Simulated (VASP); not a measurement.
# Sn (I4/mmm) in VASP: further runs, part 2 of 2

VASP 6.6.1. The steps go on from the part before.

## Step 4: Single point, HF

This run uses another cell than the first one, of 31.57 Å³/atom.

The input, POSCAR:

```
Sn
1.0
   -2.1049496823      2.1049496823      1.7810280307
    2.1049496823     -2.1049496823      1.7810280307
    2.1049496823      2.1049496823     -1.7810280307
Sn
1
Direct
    0.0000000000      0.0000000000      0.0000000000
```

The input, INCAR.step1:

```
SYSTEM = Sn
PREC = Accurate ; ENCUT = 520
EDIFF = 1E-5 ; ISMEAR = -1
SIGMA = 0.05 ; LREAL = .FALSE.
LASPH = .TRUE. ; NELM = 100
ALGO = Normal ; ISIF = 2
LWAVE = .TRUE. ; LCHARG = .FALSE.
GGA = PE ; NBANDS = 13
```

The input, INCAR.step2:

```
SYSTEM = Sn
PREC = Accurate ; ENCUT = 520
EDIFF = 1E-6 ; ISMEAR = -1
SIGMA = 0.05 ; LREAL = .FALSE.
LASPH = .TRUE. ; NELM = 100
ALGO = Normal ; ISIF = 2
LWAVE = .FALSE. ; LCHARG = .FALSE.
GGA = PE ; LHFCALC = .TRUE.
AEXX = 1.0 ; ALDAC = 0.0
AGGAC = 0.0 ; PRECFOCK = Normal
ISTART = 1 ; NBANDS = 13
```

The input, KPOINTS:

```
regular mesh
0
G
  5 5 5
  0 0 0
```

The run is started by

```sh
cat potpaw_PBE.64/Sn_d/POTCAR > POTCAR
cp INCAR.step1 INCAR
mpirun -np 1 vasp_std > vasp.out
cp INCAR.step2 INCAR
mpirun -np 1 vasp_std > vasp.out
```

It took 10 min on 1 thread of AMD EPYC 7R13 (Zen 3), shared host; peak memory 0.14 GiB.

Results (log left out):

| Property | Result |
| --- | --- |
| Free energy | -6.4836 eV |
| Pressure | 1.1 GPa |
| Band gap on the k mesh | zero (bands 7 and 8 overlap by 12.98 eV) |

Stress tensor (GPa, compression positive):
```
0.48 0.00 0.00
0.00 0.48 0.00
0.00 0.00 2.35
```

Levels at points of the mesh, in eV from the Fermi level:
```csv
k point,band 4,band 5,band 6,band 7,band 8,band 9,band 10,band 11
"(0.00, 0.00, 0.00)",-32.33,-32.28,-17.15,10.23,10.23,12.28,13.95,15.15
```

Caveat: the k points lie up to 0.46 Å⁻¹ apart, too coarse for converged energies and pressures of a metal; the PAW data sets were made with another functional, which shifts forces and pressure a little; spin-orbit coupling is left out, which moves the levels of the heavy elements.

## Step 5: Single point, PBEsol

This run uses another cell than the first one, of 27.35 Å³/atom.

The input, INCAR:

```
PREC = Accurate
ENCUT = 500
EDIFF = 1E-6
ISMEAR = -1
SIGMA = 0.05
LREAL = F
LASPH = T
NELM = 120
ALGO = Normal
ISIF = 2
LWAVE = F
LCHARG = F
GGA = PS
NBANDS = 13
GGA_COMPAT = F
```

The input, KPOINTS:

```
regular mesh
0
Gamma
  8 8 8
```

The input, POSCAR:

```
Sn
1.0
   -2.0291894110      2.0291894110      1.6607599896
    2.0291894110     -2.0291894110      1.6607599896
    2.0291894110      2.0291894110     -1.6607599896
Sn
1
Direct
    0.0000000000      0.0000000000      0.0000000000
```

Potentials or basis: VASP PAW PBE potentials, release 64 (Sn_d).

The run is started by

```sh
cat potpaw_PBE.64/Sn_d/POTCAR > POTCAR
mpirun -np 1 vasp_std > vasp.out
```

OUTCAR:

```text
PREC = Accurate
   ENCUT = 500
   EDIFF = 1E-6
   ISMEAR = -1
   LREAL = F
   LASPH = T
   NELM = 120
   ISIF = 2
   GGA = PS

 ion  position               nearest neighbor table
   1  0.000  0.000  0.000-

  LATTYP: Found a body centered tetragonal cell.
 ALAT       =     4.0583788220
 C/A-ratio  =     0.8184351745

  Lattice vectors:

 A1 = (  -2.0291894110,   2.0291894110,   1.6607599896)
 A2 = (   2.0291894110,  -2.0291894110,   1.6607599896)
[... 561 lines left out ...]
     12      22.2474      0.00000
     13      24.5805      0.00000

 [... further k-points ...]

------------------------ aborting loop because EDIFF is reached ----------------------------------------

  FORCE on cell =-STRESS in cart. coord.  units (eV):
  Direction    XX          YY          ZZ          XY          YZ          ZX
  --------------------------------------------------------------------------------------
  -------------------------------------------------------------------------------------
  Total       -0.3149547     -0.3149547     -0.3962661      0.0000000      0.0000000      0.0000000
  in kB      -18.4478874    -18.4478874    -23.2105543      0.0000000      0.0000000      0.0000000
  external PRESSURE =     -20.0354430 kB  Pullay stress =       0.0000000 kB

 VOLUME and BASIS-vectors are now :
 -----------------------------------------------------------------------------
  energy-cutoff  :      500.00
  volume of cell :       27.35
      direct lattice vectors                 reciprocal lattice vectors
    -2.029189411  2.029189411  1.660759990     0.000000000  0.246403809  0.301066983
     2.029189411 -2.029189411  1.660759990     0.246403809  0.000000000  0.301066983
     2.029189411  2.029189411 -1.660759990     0.246403809  0.246403809  0.000000000

 POSITION                                       TOTAL-FORCE (eV/Angst)
 -----------------------------------------------------------------------------------
      0.00000      0.00000      0.00000        -0.000000      0.000000     -0.000000
 -----------------------------------------------------------------------------------
    total drift:                                0.000000      0.000000      0.000000

  FREE ENERGIE OF THE ION-ELECTRON SYSTEM (eV)
  ---------------------------------------------------
  free  energy   TOTEN  =        -4.2500885828 eV

  energy  without entropy=       -4.2456341996  energy(sigma->0) =       -4.24786139
```

OSZICAR:

```text
N       E                     dE             d eps       ncg     rms          rms(c)
DAV:   1     0.804438802556E+02    0.80444E+02   -0.70807E+03  1562   0.161E+03
DAV:   2     0.157165497227E+01   -0.78872E+02   -0.76501E+02  1624   0.337E+02
DAV:   3    -0.414808842828E+01   -0.57197E+01   -0.57052E+01  1804   0.746E+01
DAV:   4    -0.426668123445E+01   -0.11859E+00   -0.11857E+00  1837   0.113E+01
DAV:   5    -0.427058453718E+01   -0.39033E-02   -0.39032E-02  1947   0.202E+00    0.137E+00
DAV:   6    -0.425496422867E+01    0.15620E-01   -0.17012E-02  1909   0.229E+00    0.731E-01
DAV:   7    -0.425035779696E+01    0.46064E-02   -0.94605E-03  1939   0.162E+00    0.117E-01
DAV:   8    -0.425008806960E+01    0.26973E-03   -0.75627E-04  1884   0.470E-01    0.203E-02
DAV:   9    -0.425008810287E+01   -0.33266E-07   -0.15617E-05  2156   0.498E-02    0.113E-02
DAV:  10    -0.425008858276E+01   -0.47990E-06   -0.79166E-07  1245   0.124E-02
   1 F= -.42500886E+01 E0= -.42478614E+01  d E =-.445438E-02
```

Wall time 30 s (1 thread of Intel Xeon 8259CL, shared host); peak memory 0.14 GiB.

What came out:

```yaml
Free_energy: -4.2501 eV
Pressure: -2.0 GPa
Band_gap_on_the_k_mesh: zero (bands 7 and 8 overlap by 8.32 eV)
```

Stress tensor (GPa, compression positive):
```
-1.84  0.00  0.00
 0.00 -1.84  0.00
 0.00  0.00 -2.32
```

Caveat: the PAW data sets were made with another functional, which shifts forces and pressure a little; spin-orbit coupling is left out, which moves the levels of the heavy elements.

## Step 6: Single point, PBEsol

This run uses another cell than the first one, of 27.35 Å³/atom.

The input, INCAR:

```
SYSTEM = Sn
PREC = Accurate
ENCUT = 500
EDIFF = 1E-6
ISMEAR = -1
SIGMA = 0.05
LREAL = .FALSE.
LASPH = .TRUE.
NELM = 120
ALGO = Normal
ISIF = 2
LWAVE = .FALSE.
LCHARG = .FALSE.
GGA = PS
NBANDS = 13
GGA_COMPAT = .FALSE.
```

The input, KPOINTS:

```
regular mesh
0
G
  10 10 10
  0 0 0
```

The input, POSCAR:

```
Sn
1.0
   -2.0710327702      2.0710327702      1.5943295900
    2.0710327702     -2.0710327702      1.5943295900
    2.0710327702      2.0710327702     -1.5943295900
Sn
1
Direct
    0.0000000000      0.0000000000      0.0000000000
```

Potentials or basis: VASP PAW PBE potentials, release 64 (Sn_d).

The run is started by

```sh
cat potpaw_PBE.64/Sn_d/POTCAR > POTCAR
mpirun -np 1 vasp_std > vasp.out
```

OUTCAR:

```text
SYSTEM = Sn
   PREC = Accurate
   ENCUT = 500
   EDIFF = 1E-6
   ISMEAR = -1
   LREAL = .FALSE.
   LASPH = .TRUE.
   NELM = 120
   ISIF = 2
   GGA = PS

 ion  position               nearest neighbor table
   1  0.000  0.000  0.000-

  LATTYP: Found a body centered tetragonal cell.
 ALAT       =     4.1420655404
 C/A-ratio  =     0.7698234489

  Lattice vectors:

 A1 = (  -2.0710327702,   2.0710327702,   1.5943295900)
 A2 = (   2.0710327702,  -2.0710327702,   1.5943295900)
 A3 = (   2.0710327702,   2.0710327702,  -1.5943295900)

Analysis of symmetry for initial positions (statically):
=====================================================================
 Subroutine PRICEL returns:
 Original cell was already a primitive cell.

 Routine SETGRP: Setting up the symmetry group for a
 body centered tetragonal supercell.

 Subroutine GETGRP returns: Found 16 space group operations
 (whereof 16 operations were pure point group operations)
 out of a pool of 16 trial point group operations.

The static configuration has the point symmetry D_4h.

Analysis of symmetry for dynamics (positions and initial velocities):
=====================================================================
 Subroutine PRICEL returns:
 Original cell was already a primitive cell.

 Routine SETGRP: Setting up the symmetry group for a
 body centered tetragonal supercell.

 Subroutine GETGRP returns: Found 16 space group operations
 (whereof 16 operations were pure point group operations)
 out of a pool of 16 trial point group operations.

The dynamic configuration has the point symmetry D_4h.

 Subroutine INISYM returns: Found 16 space group operations
 (whereof 16 operations are pure point group operations),
 and found     1 'primitive' translations

----------------------------------------------------------------------------------------

                                     Primitive cell

  volume of cell :      27.3534

  direct lattice vectors                    reciprocal lattice vectors
    -2.071032770  2.071032770  1.594329590     0.000000000  0.241425441  0.313611441
     2.071032770 -2.071032770  1.594329590     0.241425441  0.000000000  0.313611441
     2.071032770  2.071032770 -1.594329590     0.241425441  0.241425441  0.000000000

  length of vectors
     3.334702432  3.334702432  3.334702432     0.395775668  0.395775668  0.341427133

  position of ions in fractional coordinates (direct lattice)
     0.000000000  0.000000000  0.000000000

  ion indices of the primitive-cell ions
   primitive index   ion index
                 1           1

----------------------------------------------------------------------------------------

 KPOINTS: regular mesh

Automatic generation of k-mesh.
 Grid dimensions read from file:
 generate k-points for:   10   10   10

 Generating k-lattice:

  Cartesian coordinates                     Fractional coordinates (reciprocal lattice)
     0.000000000  0.024142544  0.031361144     0.100000000  0.000000000 -0.000000000
     0.024142544  0.000000000  0.031361144     0.000000000  0.100000000 -0.000000000
     0.024142544  0.024142544  0.000000000     0.000000000  0.000000000  0.100000000

  Length of vectors
     0.039577567  0.039577567  0.034142713

  Shift w.r.t. Gamma in fractional coordinates (k-lattice)
     0.000000000  0.000000000  0.000000000

 Subroutine IBZKPT returns following result:
 ===========================================

 Found    102 irreducible k-points:

 Following reciprocal coordinates:
            Coordinates               Weight
  0.000000  0.000000  0.000000      1.000000
  0.100000  0.000000 -0.000000      8.000000
  0.200000  0.000000 -0.000000      8.000000
  0.300000  0.000000  0.000000      8.000000
  0.400000  0.000000 -0.000000      8.000000
  0.500000  0.000000 -0.000000      4.000000
[... 16 lines left out ...]
  0.300000  0.300000  0.000000      8.000000
  0.400000  0.300000 -0.000000     16.000000
 [... further k-points ...]
   k-points           NKPTS =    102   k-points in BZ     NKDIM =    102   number of bands    NBANDS=     13
   number of dos      NEDOS =    301   number of ions     NIONS =      1
   total plane-waves  NPLWV =  13824
   dimension x,y,z NGX =    24 NGY =   24 NGZ =   24
   dimension x,y,z NGXF=    48 NGYF=   48 NGZF=   48
   ions per type =               1
   NGX,Y,Z   is equivalent  to a cutoff of  11.96, 11.96, 11.96 a.u.
   NGXF,Y,Z  is equivalent  to a cutoff of  23.93, 23.93, 23.93 a.u.
 SYSTEM =  Sn
   PREC   = accura    normal or accurate (medium, high low for compatibility)
   ISTART =      0    job   : 0-new  1-cont  2-samecut
   ICHARG =      2    charge: 1-file 2-atom 10-const
   ISPIN  =      1    spin polarized calculation?
   LNONCOLLINEAR =      F non collinear calculations
   LSORBIT =      F    spin-orbit coupling
   LASPH  =      T    aspherical Exc in radial PAW
   ENCUT  =  500.0 eV  36.75 Ry    6.06 a.u.   6.08  6.08  6.08*2*pi/ulx,y,z
   NELM   =    120;   NELMIN=  2; NELMDL= -5     # of ELM steps
   EDIFF  = 0.1E-05   stopping-criterion for ELM
   LREAL  =      F    real-space projection
   EDIFFG = 0.1E-04   stopping-criterion for IOM
   NSW    =      0    number of steps for IOM
   IBRION =     -1    ionic relax: 0-MD 1-quasi-New 2-CG
   NFREE  =      0    steps in history (QN), initial steepest desc. (CG)
   ISIF   =      2    stress and relaxation
   ISYM   =      2    0-nonsym 1-usesym 2-fastsym
   POTIM  = 0.5000    time-step for ionic-motion
   TEBEG  =    0.0;   TEEND  =   0.0 temperature during run
   PSTRESS=    0.0 pullay stress
   NELECT =      14.0000    total number of electrons
   NUPDOWN=      -1.0000    fix difference up-down
   EMIN   =  10.00;   EMAX   =-10.00  energy-range for DOS
   EFERMI =   0.00;   METHOD = LEGACY
   ISMEAR =    -1;   SIGMA  =   0.05  broadening in eV -4-tet -1-fermi 0-gaus
   EFERMI_NEDOS =   21; number of points for ismear=-14 and -15
   IALGO  =     38    algorithm
   IMIX   =      4    mixing-type and parameters
     AMIX     =   0.40;   BMIX     =  1.00
     AMIX_MAG =   1.60;   BMIX_MAG =  1.00
  volume/ion in A,a.u.               =      27.35       184.59
  Fermi-wavevector in a.u.,A,eV,Ry     =   1.309524  2.474642 23.331997  1.714853
  Thomas-Fermi vector in A             =   2.440117
   LORBIT       =      0    0 simple, 1 ext, 2 COOP (PROOUT), +10 PAW based schemes
   GGA     = PS    functional components
   LHFCALC =     F    Hartree Fock is set to
   AEXX    =    0.0000 exact exchange contribution
   IVDW    =     0    specifies the selected vdW correction
   LEPSILON=     F    determine dielectric tensor
   LRPA    =     F    only Hartree local field effects (RPA)
 non-spin polarized calculation
  energy-cutoff  :      500.00
  volume of cell :       27.35
 maximum number of plane-waves:       710
   NGX = 13   NGY = 13   NGZ = 13

 number of electron      13.9999990 magnetization

 Free energy of the ion-electron system (eV)
  ---------------------------------------------------
  ext. energy  EPLUGINS =         0.00000000
  ---------------------------------------------------
  free energy    TOTEN  =        -4.20777127 eV

  energy without entropy =       -4.20147742  energy(sigma->0) =       -4.20462435

 E-fermi :   7.8491     XC(G=0): -10.4577

 val. band max:        7.8206787505   @ k =   0.3000   0.2000   0.1000
 cond. band min:       7.8774777076   @ k =  -0.2000   0.5000   0.1000
 fundamental gap:      0.0567989571
 Fermi energy:         7.8491221843

 k-point     1 :       0.0000    0.0000    0.0000
  band No.  band energies     occupation
      1     -13.6412      2.00000
      2     -13.6021      2.00000
      3     -13.5304      2.00000
      4     -13.5304      2.00000
      5     -13.4408      2.00000
      6      -3.2642      2.00000
      7      13.9960      0.00000
      8      13.9960      0.00000
      9      17.4289      0.00000
     10      17.8090      0.00000
     11      18.4062      0.00000
     12      20.9086      0.00000
     13      20.9086      0.00000
[... 353 lines left out ...]
 k-point    24 :       0.4000    0.3000   -0.0000
  band No.  band energies     occupation
      1     -13.6006      2.00000
      2     -13.5235      2.00000
      3     -13.4956      2.00000
      4     -13.4694      2.00000
      5     -13.4504      2.00000
      6       1.6857      2.00000
      7       5.2480      2.00000
      8       7.0747      2.00000
      9      12.3734      0.00000
     10      16.4563      0.00000
     11      18.5616      0.00000
     12      23.7816      0.00000
     13      25.5212      0.00000

 [... further k-points ...]

------------------------ aborting loop because EDIFF is reached ----------------------------------------

  FORCE on cell =-STRESS in cart. coord.  units (eV):
  Direction    XX          YY          ZZ          XY          YZ          ZX
  --------------------------------------------------------------------------------------
  -------------------------------------------------------------------------------------
  Total       -0.4057729     -0.4057729      0.1126012      0.0000000      0.0000000      0.0000000
  in kB      -23.7673977    -23.7673977      6.5954040      0.0000000      0.0000000      0.0000000
  external PRESSURE =     -13.6464638 kB  Pullay stress =       0.0000000 kB

 VOLUME and BASIS-vectors are now :
 -----------------------------------------------------------------------------
  energy-cutoff  :      500.00
  volume of cell :       27.35
      direct lattice vectors                 reciprocal lattice vectors
    -2.071032770  2.071032770  1.594329590     0.000000000  0.241425441  0.313611441
     2.071032770 -2.071032770  1.594329590     0.241425441  0.000000000  0.313611441
     2.071032770  2.071032770 -1.594329590     0.241425441  0.241425441  0.000000000

 POSITION                                       TOTAL-FORCE (eV/Angst)
 -----------------------------------------------------------------------------------
      0.00000      0.00000      0.00000        -0.000000      0.000000     -0.000000
 -----------------------------------------------------------------------------------
    total drift:                                0.000000      0.000000     -0.000000

  FREE ENERGIE OF THE ION-ELECTRON SYSTEM (eV)
  ---------------------------------------------------
  free  energy   TOTEN  =        -4.2077712727 eV

  energy  without entropy=       -4.2014774247  energy(sigma->0) =       -4.20462435
```

OSZICAR:

```text
N       E                     dE             d eps       ncg     rms          rms(c)
DAV:   1     0.786592252981E+02    0.78659E+02   -0.69613E+03  2748   0.156E+03
DAV:   2     0.129570986843E+01   -0.77364E+02   -0.74886E+02  2772   0.334E+02
DAV:   3    -0.411574718705E+01   -0.54115E+01   -0.53936E+01  3170   0.719E+01
DAV:   4    -0.422520212170E+01   -0.10945E+00   -0.10943E+00  3127   0.111E+01
DAV:   5    -0.422877736663E+01   -0.35752E-02   -0.35752E-02  3516   0.194E+00    0.139E+00
DAV:   6    -0.421283873165E+01    0.15939E-01   -0.16624E-02  3342   0.230E+00    0.746E-01
DAV:   7    -0.420804561097E+01    0.47931E-02   -0.94569E-03  3387   0.163E+00    0.116E-01
DAV:   8    -0.420777059459E+01    0.27502E-03   -0.77862E-04  3267   0.475E-01    0.180E-02
DAV:   9    -0.420777084010E+01   -0.24551E-06   -0.18476E-05  3811   0.566E-02    0.891E-03
DAV:  10    -0.420777127267E+01   -0.43257E-06   -0.12374E-06  2318   0.183E-02
   1 F= -.42077713E+01 E0= -.42046243E+01  d E =-.629385E-02
```

stdout:

```text
POSCAR found type information on POSCAR Sn
 POSCAR found :  1 types and       1 ions
 scaLAPACK will be used
 -----------------------------------------------------------------------------
|                                                                             |
|                                                                             |
|     You enforced a specific xc type in the INCAR file but a different       |
|     I HOPE YOU KNOW WHAT YOU ARE DOING!                                     |
|                                                                             |
 -----------------------------------------------------------------------------

 LDA part: xc-table for (Slater+PW92), standard interpolation
 POSCAR, INCAR and KPOINTS ok, starting setup
 FFT: planning ... GRIDC
 FFT: planning ... GRID_SOFT
 FFT: planning ... GRID
 WAVECAR not read
 entering main loop
```

It took 40 s on 1 thread of Intel Xeon 8259CL, shared host; peak memory 0.16 GiB.

What came out:

```yaml
Free_energy: -4.2078 eV
Pressure: -1.4 GPa
Band_gap_on_the_k_mesh: zero (bands 7 and 8 overlap by 8.10 eV)
```

Caveat: the PAW data sets were made with another functional, which shifts forces and pressure a little; spin-orbit coupling is left out, which moves the levels of the heavy elements.

## Step 7: The runs side by side

```csv
level,cell,k mesh,cutoff (eV),grid for exact exchange (PRECFOCK),share of exact exchange,screening parameter,gap on the mesh (eV),pressure (GPa)
PBE-based screened hybrid with 25 % exact exchange,"a = 3.372 Å, angles 102.0, 102.0, 125.8°, 1 atom",5 × 5 × 5,520,Normal,0.25,0.3 1/Å,none,0.0
B3LYP,"a = 3.457 Å, angles 105.9, 105.9, 117.0°, 1 atom",5 × 5 × 5,520,Normal,0.2,-,none,0.0
HF,"a = 3.469 Å, angles 105.3, 105.3, 118.2°, 1 atom",5 × 5 × 5,520,Normal,1,-,none,1.1
PBEsol,"a = 3.316 Å, angles 104.5, 104.5, 119.9°, 1 atom",8 × 8 × 8,500,-,-,-,none,-2.0
PBEsol,"a = 3.335 Å, angles 103.2, 103.2, 122.9°, 1 atom",10 × 10 × 10,500,-,-,-,none,-1.4
```

Alike in all rows: task single point; potentials or basis VASP PAW PBE potentials, release 64 (Sn_d); no spin polarisation; smearing fermi-dirac 0.05 eV.

Caveats: some runs use coarse meshes; the PAW data sets were made with another functional, which shifts forces and pressure a little; spin-orbit coupling is left out, which moves the levels of the heavy elements.

Absolute energies hang on the potentials; compare differences alone.

The gap in the log of VASP goes by the Fermi energy; the results here count the filled bands.